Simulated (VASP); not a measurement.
# TaN (P6/mmm) in VASP: notebook

The runs below take TaN through single point, with PBEsol.

Everything below comes from runs of VASP 6.6.1. Logs are shortened: lines on timing, memory, paths and dates and some standing lists are left out, and cuts for length are marked.

### 1 The cell of the first run

It takes space group P6/mmm (No. 191, hexagonal). The conventional cell has a = 5.334 Å, b = 5.334 Å, c = 2.930 Å, α = 90.00°, β = 90.00°, γ = 120.00°. Within 3.5 Å of Ta (site symmetry 6/mmm) lie 6 N at 2.67 Å and 14 Ta at 2.93 to 3.41 Å. Within 2.8 Å of Ta (site symmetry -6m2) lie 6 N at 2.13 Å. N (site symmetry mmm) has 6 Ta at 2.13 to 2.67 Å and 4 N at 2.67 Å within 2.8 Å.

### 2 Single point, PBEsol (12.03 Å³/atom)

INCAR reads:

```
SYSTEM = TaN
PREC = Accurate
ENCUT = 600
EDIFF = 1E-6
ISMEAR = 0
SIGMA = 0.1
LREAL = .FALSE.
LASPH = .TRUE.
NELM = 120
ALGO = Normal
ISIF = 2
LWAVE = .FALSE.
LCHARG = .TRUE.
GGA = PS
LELF = .TRUE.
LVHAR = .TRUE.
NBANDS = 33
GGA_COMPAT = .FALSE.
```

KPOINTS reads:

```
regular mesh
0
G
  12 12 12
  0 0 0
```

POSCAR reads:

```
TaN
1.0
    5.3344532230      0.0000000000      0.0000000000
   -2.6672266115      4.6197720064      0.0000000000
    0.0000000000      0.0000000000      2.9299901261
Ta N
3 3
Direct
    0.0000000000      0.0000000000      0.0000000000
    0.3333333333      0.6666666667      0.5000000000
    0.6666666667      0.3333333333      0.5000000000
    0.5000000000      0.0000000000      0.0000000000
    0.5000000000      0.5000000000      0.0000000000
    0.0000000000      0.5000000000      0.0000000000
```

Potentials or basis: VASP PAW PBE potentials, release 64 (Ta_pv, N).

Run with:

```bash
cat potpaw_PBE.64/Ta_pv/POTCAR potpaw_PBE.64/N/POTCAR > POTCAR
mpirun -np 1 vasp_std > vasp.out
```

OUTCAR:

```text
SYSTEM = TaN
   PREC = Accurate
   ENCUT = 600
   EDIFF = 1E-6
   ISMEAR = 0
   LREAL = .FALSE.
   LASPH = .TRUE.
   NELM = 120
   ISIF = 2
   GGA = PS

 ion  position               nearest neighbor table
   1  0.000  0.000  0.000-   5 2.67   6 2.67   6 2.67   5 2.67   4 2.67   4 2.67   3 3.41   3 3.41
                             2 3.41   2 3.41   2 3.41   3 3.41   2 3.41   3 3.41   2 3.41   3 3.41
   2  0.333  0.667  0.500-   4 2.13   4 2.13   6 2.13   6 2.13   5 2.13   5 2.13   3 3.08   3 3.08
                             3 3.08   1 3.41   1 3.41   1 3.41   1 3.41   1 3.41   1 3.41
   3  0.667  0.333  0.500-   4 2.13   4 2.13   6 2.13   6 2.13   5 2.13   5 2.13   2 3.08   2 3.08
                             2 3.08   1 3.41   1 3.41   1 3.41   1 3.41   1 3.41   1 3.41
   4  0.500  0.000  0.000-   2 2.13   3 2.13   2 2.13   3 2.13   1 2.67   1 2.67
   5  0.500  0.500  0.000-   2 2.13   3 2.13   2 2.13   3 2.13   1 2.67   1 2.67
   6  0.000  0.500  0.000-   2 2.13   3 2.13   2 2.13   3 2.13   1 2.67   1 2.67

  LATTYP: Found a hexagonal cell.
 ALAT       =     5.3344532230
 C/A-ratio  =     0.5492578159

  Lattice vectors:

 A1 = (   5.3344532230,   0.0000000000,   0.0000000000)
 A2 = (  -2.6672266115,   4.6197720064,   0.0000000000)
 A3 = (   0.0000000000,   0.0000000000,   2.9299901261)

Analysis of symmetry for initial positions (statically):
=====================================================================
 Subroutine PRICEL returns:
 Original cell was already a primitive cell.

 Routine SETGRP: Setting up the symmetry group for a
 hexagonal supercell.

 Subroutine GETGRP returns: Found 24 space group operations
 (whereof 24 operations were pure point group operations)
 out of a pool of 24 trial point group operations.

The static configuration has the point symmetry D_6h.

Analysis of symmetry for dynamics (positions and initial velocities):
=====================================================================
 Subroutine PRICEL returns:
 Original cell was already a primitive cell.

 Routine SETGRP: Setting up the symmetry group for a
 hexagonal supercell.

 Subroutine GETGRP returns: Found 24 space group operations
 (whereof 24 operations were pure point group operations)
 out of a pool of 24 trial point group operations.

The dynamic configuration has the point symmetry D_6h.

 Subroutine INISYM returns: Found 24 space group operations
 (whereof 24 operations are pure point group operations),
 and found     1 'primitive' translations

----------------------------------------------------------------------------------------

                                     Primitive cell

[... 104 lines left out ...]
   ISIF   =      2    stress and relaxation
   ISYM   =      2    0-nonsym 1-usesym 2-fastsym
   POTIM  = 0.5000    time-step for ionic-motion
   TEBEG  =    0.0;   TEEND  =   0.0 temperature during run
   PSTRESS=    0.0 pullay stress
   NELECT =      48.0000    total number of electrons
   NUPDOWN=      -1.0000    fix difference up-down
   EMIN   =  10.00;   EMAX   =-10.00  energy-range for DOS
   EFERMI =   0.00;   METHOD = LEGACY
   ISMEAR =     0;   SIGMA  =   0.10  broadening in eV -4-tet -1-fermi 0-gaus
   EFERMI_NEDOS =   21; number of points for ismear=-14 and -15
   IALGO  =     38    algorithm
   IMIX   =      4    mixing-type and parameters
     AMIX     =   0.40;   BMIX     =  1.00
     AMIX_MAG =   1.60;   BMIX_MAG =  1.00
  volume/ion in A,a.u.               =      12.03        81.21
  Fermi-wavevector in a.u.,A,eV,Ry     =   1.428772  2.699988 27.774803  2.041390
  Thomas-Fermi vector in A             =   2.548798
   LORBIT       =      0    0 simple, 1 ext, 2 COOP (PROOUT), +10 PAW based schemes
   GGA     = PS    functional components
   LHFCALC =     F    Hartree Fock is set to
   AEXX    =    0.0000 exact exchange contribution
   IVDW    =     0    specifies the selected vdW correction
   LEPSILON=     F    determine dielectric tensor
   LRPA    =     F    only Hartree local field effects (RPA)
 non-spin polarized calculation
 Gauss-broadening in eV      SIGMA  =   0.10
  energy-cutoff  :      600.00
  volume of cell :       72.21
 maximum number of plane-waves:      2437
 NGX is ok and might be reduce to    48
   NGX = 21   NGY = 21   NGZ = 11

 number of electron      48.0000001 magnetization

 Free energy of the ion-electron system (eV)
  ---------------------------------------------------
  ext. energy  EPLUGINS =         0.00000000
  ---------------------------------------------------
  free energy    TOTEN  =       -68.53035529 eV

  energy without entropy =      -68.52709798  energy(sigma->0) =      -68.52872663

 E-fermi :   7.4150     XC(G=0): -12.8583

 val. band max:        7.4148862811   @ k =   0.2500   0.0000   0.4167
 cond. band min:       7.4322250257   @ k =   0.0833   0.0833   0.2500
 fundamental gap:      0.0173387446
 Fermi energy:         7.4150120641

 k-point     1 :       0.0000    0.0000    0.0000
  band No.  band energies     occupation
      1     -28.7733      2.00000
      2     -28.7733      2.00000
      3     -28.4561      2.00000
      4     -28.4561      2.00000
      5     -28.2310      2.00000
      6     -28.1338      2.00000
[... 853 lines left out ...]
     32      10.5657      0.00000
     33      10.7864      0.00000

 [... further k-points ...]

------------------------ aborting loop because EDIFF is reached ----------------------------------------

  FORCE on cell =-STRESS in cart. coord.  units (eV):
  Direction    XX          YY          ZZ          XY          YZ          ZX
  --------------------------------------------------------------------------------------
  -------------------------------------------------------------------------------------
  Total       -6.6980068     -6.6980068     -6.6349217      0.0000000     -0.0000000     -0.0000000
  in kB     -148.6207868   -148.6207868   -147.2210036      0.0000000     -0.0000000     -0.0000000
  external PRESSURE =    -148.1541924 kB  Pullay stress =       0.0000000 kB

 VOLUME and BASIS-vectors are now :
 -----------------------------------------------------------------------------
  energy-cutoff  :      600.00
  volume of cell :       72.21
      direct lattice vectors                 reciprocal lattice vectors
     5.334453223  0.000000000  0.000000000     0.187460637  0.108230449  0.000000000
    -2.667226611  4.619772006  0.000000000     0.000000000  0.216460899  0.000000000
     0.000000000  0.000000000  2.929990126     0.000000000  0.000000000  0.341298078

 POSITION                                       TOTAL-FORCE (eV/Angst)
 -----------------------------------------------------------------------------------
      0.00000      0.00000      0.00000         0.000000      0.000000      0.000000
     -0.00000      3.07985      1.46500        -0.000000      0.000000      0.000000
      2.66723      1.53992      1.46500         0.000000     -0.000000      0.000000
      2.66723      0.00000      0.00000         0.000000      0.000000      0.000000
      1.33361      2.30989      0.00000         0.000000      0.000000      0.000000
     -1.33361      2.30989      0.00000         0.000000      0.000000      0.000000
 -----------------------------------------------------------------------------------
    total drift:                               -0.000000      0.000000      0.000000

  FREE ENERGIE OF THE ION-ELECTRON SYSTEM (eV)
  ---------------------------------------------------
  free  energy   TOTEN  =       -68.5303552873 eV

  energy  without entropy=      -68.5270979803  energy(sigma->0) =      -68.52872663
```

OSZICAR:

```text
N       E                     dE             d eps       ncg     rms          rms(c)
DAV:   1     0.467687360700E+03    0.46769E+03   -0.28024E+04  8778   0.168E+03
DAV:   2    -0.459880450054E+02   -0.51368E+03   -0.48940E+03 10037   0.476E+02
DAV:   3    -0.778239464606E+02   -0.31836E+02   -0.31136E+02 10748   0.114E+02
DAV:   4    -0.785831068999E+02   -0.75916E+00   -0.74972E+00 11142   0.167E+01
DAV:   5    -0.786026237593E+02   -0.19517E-01   -0.19488E-01 11216   0.212E+00    0.416E+01
DAV:   6    -0.692324123962E+02    0.93702E+01   -0.47132E+01 11342   0.377E+01    0.177E+01
DAV:   7    -0.687562053079E+02    0.47621E+00   -0.39189E+00 11446   0.141E+01    0.104E+01
DAV:   8    -0.685794562452E+02    0.17675E+00   -0.76433E-01 11090   0.523E+00    0.397E+00
DAV:   9    -0.685324509064E+02    0.47005E-01   -0.11412E-01 11066   0.315E+00    0.504E-01
DAV:  10    -0.685308588393E+02    0.15921E-02   -0.23338E-02 11319   0.809E-01    0.230E-01
DAV:  11    -0.685303967572E+02    0.46208E-03   -0.38883E-03 11158   0.383E-01    0.587E-02
DAV:  12    -0.685303557727E+02    0.40985E-04   -0.31590E-04 11265   0.112E-01    0.208E-02
DAV:  13    -0.685303550848E+02    0.68789E-06   -0.12980E-05 10948   0.252E-02    0.518E-03
DAV:  14    -0.685303552873E+02   -0.20250E-06   -0.10668E-06  7210   0.630E-03
   1 F= -.68530355E+02 E0= -.68528727E+02  d E =-.325731E-02
```

stdout:

```text
POSCAR found type information on POSCAR TaN
 POSCAR found :  2 types and       6 ions
 scaLAPACK will be used
 -----------------------------------------------------------------------------
|                                                                             |
|                                                                             |
|     You enforced a specific xc type in the INCAR file but a different       |
|     I HOPE YOU KNOW WHAT YOU ARE DOING!                                     |
|                                                                             |
 -----------------------------------------------------------------------------

 LDA part: xc-table for (Slater+PW92), standard interpolation
 POSCAR, INCAR and KPOINTS ok, starting setup
 FFT: planning ... GRIDC
 FFT: planning ... GRID_SOFT
 FFT: planning ... GRID
 WAVECAR not read
 entering main loop
```

It took 11 min on 1 thread of Intel Xeon 8259CL, shared host; peak memory 0.45 GiB.

What came out:

| Quantity | Value |
| --- | --- |
| Free energy | -68.5304 eV |
| Pressure | -14.8 GPa |
| Band gap on the k mesh | zero (bands 24 and 25 overlap by 2.05 eV) |

Levels at points of the mesh, in eV from the Fermi level:
```
           k point  band 20  band 21  band 22  band 23  band 24  band 25  band 26  band 27  band 28  band 29
(0.00, 0.00, 0.00)    -3.05    -3.01    -2.42    -2.14    -1.23    -1.23     0.83     0.88     0.88     1.95
(0.50, 0.00, 0.00)    -4.32    -3.27    -2.97    -1.71    -0.81     1.11     1.69     1.70     2.19     2.38
(0.00, 0.00, 0.50)    -3.46    -3.06    -3.06    -1.85     0.75     0.75     1.42     1.58     2.19     2.19
(0.50, 0.00, 0.50)    -4.28    -3.24    -2.90    -1.99    -1.20     0.93     1.18     2.84     3.04     3.42
```

Caveat: the cell stands under tension; the PAW data sets were made with another functional, which shifts forces and pressure a little; spin-orbit coupling is left out, which moves the levels of the heavy elements.

### 3 Single point, PBEsol, collinear spin

This run uses another cell than the first one, of 11.31 Å³/atom.

INCAR reads:

```
PREC = Accurate
ENCUT = 600
EDIFF = 1E-6
ISMEAR = 0
SIGMA = 0.1
LREAL = F
LASPH = T
NELM = 200
ALGO = Normal
ISIF = 2
LWAVE = F
LCHARG = F
ISPIN = 2
MAGMOM = 1 1 1 0 0 0
LORBIT = 11
LMAXMIX = 4
GGA = PS
NBANDS = 37
GGA_COMPAT = F
```

KPOINTS reads:

```
regular mesh
0
Gamma
  6 6 6
```

POSCAR, as its differences from that of step 2:

```diff
@@ -2,5 +2,5 @@
 1.0
-    5.3344532230      0.0000000000      0.0000000000
-   -2.6672266115      4.6197720064      0.0000000000
-    0.0000000000      0.0000000000      2.9299901261
+    5.1910000000      0.0000000000      0.0000000000
+   -2.5955000000      4.4955378710      0.0000000000
+    0.0000000000      0.0000000000      2.9080000000
 Ta N
```

Potentials or basis: VASP PAW PBE potentials, release 64 (Ta_pv, N).

Run with:

```bash
cat potpaw_PBE.64/Ta_pv/POTCAR potpaw_PBE.64/N/POTCAR > POTCAR
mpirun -np 1 vasp_std > vasp.out
```

OUTCAR:

```text
PREC = Accurate
   ENCUT = 600
   EDIFF = 1E-6
   ISMEAR = 0
   LREAL = F
   LASPH = T
   NELM = 200
   ISIF = 2
   ISPIN = 2
   LORBIT = 11
   GGA = PS

 ion  position               nearest neighbor table
   1  0.000  0.000  0.000-   5 2.60   6 2.60   6 2.60   5 2.60   4 2.60   4 2.60   3 3.33   3 3.33
                             2 3.33   2 3.33   2 3.33   3 3.33   2 3.33   3 3.33   2 3.33   3 3.33
   2  0.333  0.667  0.500-   4 2.09   4 2.09   6 2.09   6 2.09   5 2.09   5 2.09   3 3.00   3 3.00
                             3 3.00   1 3.33   1 3.33   1 3.33   1 3.33   1 3.33   1 3.33
   3  0.667  0.333  0.500-   4 2.09   4 2.09   6 2.09   6 2.09   5 2.09   5 2.09   2 3.00   2 3.00
                             2 3.00   1 3.33   1 3.33   1 3.33   1 3.33   1 3.33   1 3.33
[... 2124 lines left out ...]
     -0.00000      2.99703      1.45400        -0.000000      0.000000     -0.000000
      2.59550      1.49851      1.45400         0.000000     -0.000000      0.000000
      2.59550      0.00000      0.00000         0.000000      0.000000      0.000000
      1.29775      2.24777      0.00000         0.000000      0.000000      0.000000
     -1.29775      2.24777      0.00000         0.000000      0.000000      0.000000
 -----------------------------------------------------------------------------------
    total drift:                                0.000000      0.000000     -0.000000

  FREE ENERGIE OF THE ION-ELECTRON SYSTEM (eV)
  ---------------------------------------------------
  free  energy   TOTEN  =       -68.6721770021 eV

  energy  without entropy=      -68.6681494188  energy(sigma->0) =      -68.67016321

 total charge

# of ion       s       p       d       tot
------------------------------------------
    1        0.272   6.118   2.246   8.637
    2        0.323   6.312   2.438   9.073
    3        0.323   6.312   2.438   9.073
    4        1.241   2.538   0.000   3.779
    5        1.241   2.538   0.000   3.779
    6        1.241   2.538   0.000   3.779
--------------------------------------------------
tot          4.642  26.356   7.122  38.120

 magnetization (x)

# of ion       s       p       d       tot
------------------------------------------
    1       -0.000  -0.000  -0.000  -0.000
    2        0.000  -0.000   0.000   0.000
    3        0.000  -0.000   0.000   0.000
    4       -0.000   0.000   0.000   0.000
    5       -0.000   0.000   0.000   0.000
    6       -0.000   0.000   0.000   0.000
--------------------------------------------------
tot          0.000   0.000  -0.000  -0.000
```

stdout:

```text
POSCAR found type information on POSCAR TaN
 POSCAR found :  2 types and       6 ions
 scaLAPACK will be used
 -----------------------------------------------------------------------------
|                                                                             |
|                                                                             |
|     You enforced a specific xc type in the INCAR file but a different       |
|     I HOPE YOU KNOW WHAT YOU ARE DOING!                                     |
|                                                                             |
 -----------------------------------------------------------------------------

 LDA part: xc-table for (Slater+PW92), standard interpolation
 POSCAR, INCAR and KPOINTS ok, starting setup
 FFT: planning ... GRIDC
 FFT: planning ... GRID_SOFT
 FFT: planning ... GRID
 WAVECAR not read
 entering main loop
```

Run time: 4 min. Hardware: 1 thread of Intel Xeon 8259CL, shared host; peak memory 0.31 GiB.

Results:

```
Free energy                                           : -68.6722 eV
Pressure                                              : 2.1 GPa
Band gap on the k mesh                                : zero (filled and empty bands overlap)
Net moment                                            : 0.00 μB per cell
Valence electrons inside the program's atomic spheres : Ta 8.64, 9.07 (each value once); N 3.78
```

Caveat: the k points lie up to 0.36 Å⁻¹ apart, too coarse for converged energies and pressures of a metal; the PAW data sets were made with another functional, which shifts forces and pressure a little; spin-orbit coupling is left out, which moves the levels of the heavy elements.

The gap in the log of VASP goes by the Fermi energy; the results here count the filled bands.